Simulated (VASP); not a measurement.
# Be2Te (P-3m1) in VASP: notebook

Be2Te is run at these levels: PBE; tasks: single point, relaxation of cell and atoms.

Program: VASP 6.6.1. These are calculated values, not measurements. Logs are shortened: lines on timing, memory, paths and dates and some standing lists are left out, and cuts for length are marked.

### 1 The cell of the first run

Symmetry: P-3m1, No. 164, trigonal system. Conventional cell: a = 3.700 Å, b = 3.700 Å, c = 4.041 Å, α = 90.00°, β = 90.00°, γ = 120.00°. Be (site symmetry 3m) has 3 Be at 2.38 Å and 3 Te at 2.61 Å within 3.1 Å. Within 3.4 Å of Te (site symmetry -3m) lie 12 Be at 2.61 to 3.32 Å.

### 2 Single point, PBE

The input, INCAR:

```
ALGO = Fast
EDIFF = 1E-7
ENCUT = 520
GGA = PE
ISIF = 2
ISMEAR = 0
LASPH = T
LCHARG = F
LREAL = F
LWAVE = F
NBANDS = 12
NELM = 80
PREC = Accurate
SIGMA = 0.1
```

The input, KPOINTS:

```
k-points
0
Gamma
  6 6 4
```

The input, POSCAR:

```
Be2Te
1.0
    3.7003111561      0.0000000000      0.0000000000
   -1.8501555781      3.2045634631      0.0000000000
    0.0000000000      0.0000000000      4.0412468842
Be Te
2 1
Direct
    0.3333333333      0.6666666667      0.6287444840
    0.6666666667      0.3333333333      0.3712555160
    0.0000000000      0.0000000000      0.0000000000
```

Potentials or basis: VASP PAW PBE potentials, release 64 (Be, Te).

The run is started by

```sh
> cat potpaw_PBE.64/Be/POTCAR potpaw_PBE.64/Te/POTCAR > POTCAR
> mpirun -np 1 vasp_std > vasp.out
```

OUTCAR:

```text
EDIFF = 1E-7
   ENCUT = 520
   GGA = PE
   ISIF = 2
   ISMEAR = 0
   LASPH = T
   LREAL = F
   NELM = 80
   PREC = Accurate

 ion  position               nearest neighbor table
   1  0.333  0.667  0.629-   2 2.38   2 2.38   2 2.38   3 2.61   3 2.61   3 2.61
   2  0.667  0.333  0.371-   1 2.38   1 2.38   1 2.38   3 2.61   3 2.61   3 2.61
   3  0.000  0.000  0.000-   1 2.61   2 2.61   2 2.61   1 2.61   2 2.61   1 2.61

  LATTYP: Found a hexagonal cell.
 ALAT       =     3.7003111561
 C/A-ratio  =     1.0921370430

  Lattice vectors:

 A1 = (   3.7003111561,   0.0000000000,   0.0000000000)
 A2 = (  -1.8501555781,   3.2045634631,   0.0000000000)
 A3 = (   0.0000000000,   0.0000000000,   4.0412468842)

Analysis of symmetry for initial positions (statically):
=====================================================================
 Subroutine PRICEL returns:
 Original cell was already a primitive cell.

 Routine SETGRP: Setting up the symmetry group for a
 hexagonal supercell.

 Subroutine GETGRP returns: Found 12 space group operations
 (whereof 12 operations were pure point group operations)
 out of a pool of 24 trial point group operations.

The static configuration has the point symmetry D_3d.

Analysis of symmetry for dynamics (positions and initial velocities):
=====================================================================
 Subroutine PRICEL returns:
 Original cell was already a primitive cell.

 Routine SETGRP: Setting up the symmetry group for a
 hexagonal supercell.

 Subroutine GETGRP returns: Found 12 space group operations
 (whereof 12 operations were pure point group operations)
 out of a pool of 24 trial point group operations.

The dynamic configuration has the point symmetry D_3d.

 Subroutine INISYM returns: Found 12 space group operations
 (whereof 12 operations are pure point group operations),
 and found     1 'primitive' translations

----------------------------------------------------------------------------------------

                                     Primitive cell

  volume of cell :      47.9206

  direct lattice vectors                    reciprocal lattice vectors
     3.700311156  0.000000000  0.000000000     0.270247543  0.156027492  0.000000000
    -1.850155578  3.204563463  0.000000000     0.000000000  0.312054984  0.000000000
     0.000000000  0.000000000  4.041246884     0.000000000  0.000000000  0.247448381

  length of vectors
     3.700311156  3.700311156  4.041246884     0.312054984  0.312054984  0.247448381

  position of ions in fractional coordinates (direct lattice)
     0.333333333  0.666666667  0.628744484
     0.666666667  0.333333333  0.371255516
     0.000000000  0.000000000  0.000000000

  ion indices of the primitive-cell ions
   primitive index   ion index
                 1           1
                 2           2
                 3           3

----------------------------------------------------------------------------------------

 KPOINTS: k-points

Automatic generation of k-mesh.
 Grid dimensions read from file:
 generate k-points for:    6    6    4

 Generating k-lattice:

  Cartesian coordinates                     Fractional coordinates (reciprocal lattice)
     0.045041257  0.026004582  0.000000000     0.166666667  0.000000000  0.000000000
     0.000000000  0.052009164  0.000000000     0.000000000  0.166666667  0.000000000
     0.000000000  0.000000000  0.061862095     0.000000000  0.000000000  0.250000000

  Length of vectors
     0.052009164  0.052009164  0.061862095

  Shift w.r.t. Gamma in fractional coordinates (k-lattice)
     0.000000000  0.000000000  0.000000000

 Subroutine IBZKPT returns following result:
 ===========================================

 Found     24 irreducible k-points:

 Following reciprocal coordinates:
            Coordinates               Weight
  0.000000  0.000000  0.000000      1.000000
  0.166667 -0.000000  0.000000      6.000000
  0.333333 -0.000000  0.000000      6.000000
  0.500000 -0.000000  0.000000      3.000000
  0.166667  0.166667  0.000000      6.000000
  0.333333  0.166667  0.000000     12.000000
[... 16 lines left out ...]
  0.333333  0.166667  0.500000     12.000000
  0.333333  0.333333  0.500000      2.000000
   k-points           NKPTS =     24   k-points in BZ     NKDIM =     24   number of bands    NBANDS=     12
   number of dos      NEDOS =    301   number of ions     NIONS =      3
   total plane-waves  NPLWV =  23520
   dimension x,y,z NGX =    28 NGY =   28 NGZ =   30
   dimension x,y,z NGXF=    56 NGYF=   56 NGZF=   60
   ions per type =               2   1
   NGX,Y,Z   is equivalent  to a cutoff of  12.58, 12.58, 12.34 a.u.
   NGXF,Y,Z  is equivalent  to a cutoff of  25.16, 25.16, 24.68 a.u.
 SYSTEM =  unknown system
   PREC   = accura    normal or accurate (medium, high low for compatibility)
   ISTART =      0    job   : 0-new  1-cont  2-samecut
   ICHARG =      2    charge: 1-file 2-atom 10-const
   ISPIN  =      1    spin polarized calculation?
   LNONCOLLINEAR =      F non collinear calculations
   LSORBIT =      F    spin-orbit coupling
   LASPH  =      T    aspherical Exc in radial PAW
   ENCUT  =  520.0 eV  38.22 Ry    6.18 a.u.   6.88  6.88  7.51*2*pi/ulx,y,z
   NELM   =     80;   NELMIN=  2; NELMDL= -5     # of ELM steps
   EDIFF  = 0.1E-06   stopping-criterion for ELM
   LREAL  =      F    real-space projection
   EDIFFG = 0.1E-05   stopping-criterion for IOM
   NSW    =      0    number of steps for IOM
   IBRION =     -1    ionic relax: 0-MD 1-quasi-New 2-CG
   NFREE  =      0    steps in history (QN), initial steepest desc. (CG)
   ISIF   =      2    stress and relaxation
   ISYM   =      2    0-nonsym 1-usesym 2-fastsym
   POTIM  = 0.5000    time-step for ionic-motion
   TEBEG  =    0.0;   TEEND  =   0.0 temperature during run
   PSTRESS=    0.0 pullay stress
   NELECT =      10.0000    total number of electrons
   NUPDOWN=      -1.0000    fix difference up-down
   EMIN   =  10.00;   EMAX   =-10.00  energy-range for DOS
   EFERMI =   0.00;   METHOD = LEGACY
   ISMEAR =     0;   SIGMA  =   0.10  broadening in eV -4-tet -1-fermi 0-gaus
   EFERMI_NEDOS =   21; number of points for ismear=-14 and -15
   IALGO  =     68    algorithm
   IMIX   =      4    mixing-type and parameters
     AMIX     =   0.40;   BMIX     =  1.00
     AMIX_MAG =   1.60;   BMIX_MAG =  1.00
  volume/ion in A,a.u.               =      15.97       107.79
  Fermi-wavevector in a.u.,A,eV,Ry     =   0.971033  1.834986 12.829003  0.942905
  Thomas-Fermi vector in A             =   2.101217
   LORBIT       =      0    0 simple, 1 ext, 2 COOP (PROOUT), +10 PAW based schemes
   GGA     = PE    functional components
   LHFCALC =     F    Hartree Fock is set to
   AEXX    =    0.0000 exact exchange contribution
   IVDW    =     0    specifies the selected vdW correction
   LEPSILON=     F    determine dielectric tensor
   LRPA    =     F    only Hartree local field effects (RPA)
 non-spin polarized calculation
 RMM-DIIS sequential band-by-band and
 Gauss-broadening in eV      SIGMA  =   0.10
  energy-cutoff  :      520.00
  volume of cell :       47.92
 maximum number of plane-waves:      1305
   NGX = 13   NGY = 13   NGZ = 15

 number of electron      10.0000001 magnetization

 Free energy of the ion-electron system (eV)
  ---------------------------------------------------
  ext. energy  EPLUGINS =         0.00000000
  ---------------------------------------------------
  free energy    TOTEN  =        -8.96479177 eV

  energy without entropy =       -8.95613891  energy(sigma->0) =       -8.96046534

 E-fermi :   7.5018     XC(G=0): -10.0341

 val. band max:        7.4785889867   @ k =   0.1667   0.1667   0.2500
 cond. band min:       7.5431094244   @ k =   0.3333   0.1667   0.2500
 fundamental gap:      0.0645204377
 Fermi energy:         7.5018299254

 k-point     1 :       0.0000    0.0000    0.0000
  band No.  band energies     occupation
      1      -6.4767      2.00000
      2       3.2208      2.00000
      3       4.4002      2.00000
      4       6.3800      2.00000
      5       6.3800      2.00000
      6       8.8727      0.00000
      7       8.8727      0.00000
      8      10.7124      0.00000
      9      13.2924      0.00000
     10      14.9145      0.00000
     11      15.5623      0.00000
     12      15.5623      0.00000

 k-point     2 :       0.1667   -0.0000    0.0000
  band No.  band energies     occupation
      1      -6.1657      2.00000
      2       3.5451      2.00000
      3       3.6698      2.00000
      4       5.1424      2.00000
      5       5.4266      2.00000
      6       8.5936      0.00000
      7      10.1996      0.00000
      8      12.6339      0.00000
      9      12.8371      0.00000
     10      14.0932      0.00000
     11      14.8134      0.00000
     12      15.1369      0.00000

 k-point     3 :       0.3333   -0.0000    0.0000
  band No.  band energies     occupation
      1      -5.3500      2.00000
      2       1.0660      2.00000
      3       4.3900      2.00000
      4       4.4115      2.00000
      5       5.7512      2.00000
      6       7.8594      0.00000
      7       9.8805      0.00000
      8      11.7649      0.00000
      9      11.8720      0.00000
     10      13.9965      0.00000
     11      14.9501      0.00000
     12      16.1721      0.00000
[... 286 lines left out ...]
 k-point    23 :       0.3333    0.1667    0.5000
  band No.  band energies     occupation
      1      -4.1572      2.00000
      2       1.2713      2.00000
      3       1.3842      2.00000
      4       3.7759      2.00000
      5       4.2473      2.00000
      6       6.1138      2.00000
      7      10.8920      0.00000
      8      11.7894      0.00000
      9      15.0796      0.00000
     10      16.3357      0.00000
     11      17.5763      0.00000
     12      17.9507      0.00000

 k-point    24 :       0.3333    0.3333    0.5000
  band No.  band energies     occupation
      1      -3.8299      2.00000
      2       1.9000      2.00000
      3       1.9000      2.00000
      4       1.9492      2.00000
      5       4.4031      2.00000
      6       4.4031      2.00000
      7      13.2888      0.00000
      8      13.8475      0.00000
      9      13.8475      0.00000
     10      16.4340      0.00000
     11      17.2227      0.00000
     12      17.2227      0.00000

------------------------ aborting loop because EDIFF is reached ----------------------------------------

  FORCE on cell =-STRESS in cart. coord.  units (eV):
  Direction    XX          YY          ZZ          XY          YZ          ZX
  --------------------------------------------------------------------------------------
  -------------------------------------------------------------------------------------
  Total        0.0207135      0.0207135      0.0895626     -0.0000000      0.0000000     -0.0000000
  in kB        0.6925345      0.6925345      2.9944331     -0.0000000      0.0000000     -0.0000000
  external PRESSURE =       1.4598340 kB  Pullay stress =       0.0000000 kB

 VOLUME and BASIS-vectors are now :
 -----------------------------------------------------------------------------
  energy-cutoff  :      520.00
  volume of cell :       47.92
      direct lattice vectors                 reciprocal lattice vectors
     3.700311156  0.000000000  0.000000000     0.270247543  0.156027492  0.000000000
    -1.850155578  3.204563463  0.000000000     0.000000000  0.312054984  0.000000000
     0.000000000  0.000000000  4.041246884     0.000000000  0.000000000  0.247448381

 POSITION                                       TOTAL-FORCE (eV/Angst)
 -----------------------------------------------------------------------------------
     -0.00000      2.13638      2.54091         0.000000      0.000000     -0.046475
      1.85016      1.06819      1.50034        -0.000000      0.000000      0.046475
      0.00000      0.00000      0.00000         0.000000      0.000000      0.000000
 -----------------------------------------------------------------------------------
    total drift:                                0.000000      0.000000     -0.000000

  FREE ENERGIE OF THE ION-ELECTRON SYSTEM (eV)
  ---------------------------------------------------
  free  energy   TOTEN  =        -8.9647917657 eV

  energy  without entropy=       -8.9561389127  energy(sigma->0) =       -8.96046534
```

It took 29 s on 1 thread of Intel Xeon 8259CL, shared host; peak memory 0.16 GiB.

Results:

* Free energy: -8.9648 eV
* Pressure: 0.1 GPa
* Largest force: 0.046 eV/Å
* Band gap on the k mesh: zero (bands 5 and 6 overlap by 5.58 eV)

Forces on the atoms (eV/Å):
```
Be   0.000  0.000 -0.046
Be   0.000  0.000  0.046
Te   0.000  0.000  0.000
```

Caveat: the k points lie up to 0.39 Å⁻¹ apart, too coarse for converged energies and pressures of a metal; spin-orbit coupling is left out, which moves the levels of the heavy elements.

### 3 Single point, PBE

This run uses another cell than the first one, of 17.37 Å³/atom.

The input, INCAR:

```
SYSTEM = Be2Te
PREC = Accurate ; ENCUT = 520
EDIFF = 1E-6 ; ISMEAR = 0
SIGMA = 0.1 ; LREAL = .FALSE.
LASPH = .TRUE. ; NELM = 100
ALGO = Fast ; ISIF = 2
LWAVE = .FALSE. ; LCHARG = .FALSE.
GGA = PE ; NBANDS = 12
```

The input, KPOINTS:

```
regular mesh
0
G
  6 6 4
  0 0 0
```

The input, POSCAR:

```
Be2Te
1.0
    3.5250000000      0.0000000000      0.0000000000
   -1.7625000000      3.0527395500      0.0000000000
    0.0000000000      0.0000000000      4.8426267200
Be Te
2 1
Direct
    0.3333333300      0.6666666700      0.7001754500
    0.6666666700      0.3333333300      0.2998245500
    0.0000000000      0.0000000000      0.0000000000
```

Potentials or basis: VASP PAW PBE potentials, release 64 (Be, Te).

The run is started by

```sh
> cat potpaw_PBE.64/Be/POTCAR potpaw_PBE.64/Te/POTCAR > POTCAR
> mpirun -np 1 vasp_std > vasp.out
```

OUTCAR:

```text
SYSTEM = Be2Te
   PREC = Accurate
   ENCUT = 520
   EDIFF = 1E-6
   ISMEAR = 0
   LREAL = .FALSE.
   LASPH = .TRUE.
   NELM = 100
   ISIF = 2
   GGA = PE

 ion  position               nearest neighbor table
   1  0.333  0.667  0.700-   3 2.50   3 2.50   3 2.50
   2  0.667  0.333  0.300-   3 2.50   3 2.50   3 2.50
   3  0.000  0.000  0.000-   1 2.50   2 2.50   2 2.50   1 2.50   2 2.50   1 2.50

  LATTYP: Found a hexagonal cell.
 ALAT       =     3.5250000000
 C/A-ratio  =     1.3737948142

  Lattice vectors:

 A1 = (   3.5250000000,   0.0000000000,   0.0000000000)
 A2 = (  -1.7625000000,   3.0527395500,   0.0000000000)
 A3 = (   0.0000000000,   0.0000000000,   4.8426267200)

Analysis of symmetry for initial positions (statically):
=====================================================================
 Subroutine PRICEL returns:
 Original cell was already a primitive cell.

 Routine SETGRP: Setting up the symmetry group for a
 hexagonal supercell.

 Subroutine GETGRP returns: Found 12 space group operations
 (whereof 12 operations were pure point group operations)
 out of a pool of 24 trial point group operations.

[... 180 lines left out ...]
      7       9.4995      0.00000
      8      11.0970      0.00000
      9      12.8036      0.00000
     10      13.5818      0.00000
     11      13.5818      0.00000
     12      15.6238      0.00000
[... 331 lines left out ...]
 k-point    24 :       0.3333    0.3333    0.5000
  band No.  band energies     occupation
      1      -4.8633      2.00000
      2       0.3743      2.00000
      3       0.3743      2.00000
      4       2.0410      2.00000
      5       4.6735      2.00000
      6       4.6735      2.00000
      7      11.9438      0.00000
      8      11.9438      0.00000
      9      12.8727      0.00000
     10      13.4205      0.00000
     11      15.1644      0.00000
     12      15.1644      0.00000

------------------------ aborting loop because EDIFF is reached ----------------------------------------

  FORCE on cell =-STRESS in cart. coord.  units (eV):
  Direction    XX          YY          ZZ          XY          YZ          ZX
  --------------------------------------------------------------------------------------
  -------------------------------------------------------------------------------------
  Total        2.0259150      2.0259150     -1.3790424      0.0000000      0.0000000     -0.0000000
  in kB       62.2876472     62.2876473    -42.3992648      0.0000000      0.0000000     -0.0000000
  external PRESSURE =      27.3920099 kB  Pullay stress =       0.0000000 kB

 VOLUME and BASIS-vectors are now :
 -----------------------------------------------------------------------------
  energy-cutoff  :      520.00
  volume of cell :       52.11
      direct lattice vectors                 reciprocal lattice vectors
     3.525000000  0.000000000  0.000000000     0.283687943  0.163787310  0.000000000
    -1.762500000  3.052739550  0.000000000     0.000000000  0.327574621  0.000000000
     0.000000000  0.000000000  4.842626720     0.000000000  0.000000000  0.206499501

 POSITION                                       TOTAL-FORCE (eV/Angst)
 -----------------------------------------------------------------------------------
     -0.00000      2.03516      3.39069         0.000000      0.000000     -0.821741
      1.76250      1.01758      1.45194        -0.000000     -0.000000      0.821741
      0.00000      0.00000      0.00000         0.000000      0.000000      0.000000
 -----------------------------------------------------------------------------------
    total drift:                               -0.000000     -0.000000      0.000000

  FREE ENERGIE OF THE ION-ELECTRON SYSTEM (eV)
  ---------------------------------------------------
  free  energy   TOTEN  =        -8.5497281082 eV

  energy  without entropy=       -8.5452292237  energy(sigma->0) =       -8.54747867
```

stdout:

```text
POSCAR found type information on POSCAR BeTe
 POSCAR found :  2 types and       3 ions
 scaLAPACK will be used
 LDA part: xc-table for (Slater+PW92), standard interpolation
 POSCAR, INCAR and KPOINTS ok, starting setup
 FFT: planning ... GRIDC
 FFT: planning ... GRID_SOFT
 FFT: planning ... GRID
 WAVECAR not read
 entering main loop
```

Run time: 26 s. Hardware: 1 thread of Intel Xeon 8259CL, shared host; peak memory 0.17 GiB.

Results:

- Free energy: -8.5497 eV
- Pressure: 2.7 GPa
- Largest force: 0.822 eV/Å
- Band gap on the k mesh: zero (bands 5 and 6 overlap by 2.10 eV)

Forces in eV/Å, atoms in the order of the input:
```
Be   0.000  0.000 -0.822
Be   0.000  0.000  0.822
Te   0.000  0.000  0.000
```

Stress tensor (GPa, compression positive):
```
 6.23  0.00  0.00
 0.00  6.23  0.00
 0.00  0.00 -4.24
```

Caveat: spin-orbit coupling is left out, which moves the levels of the heavy elements.

(Continued in part 2 of 2.)
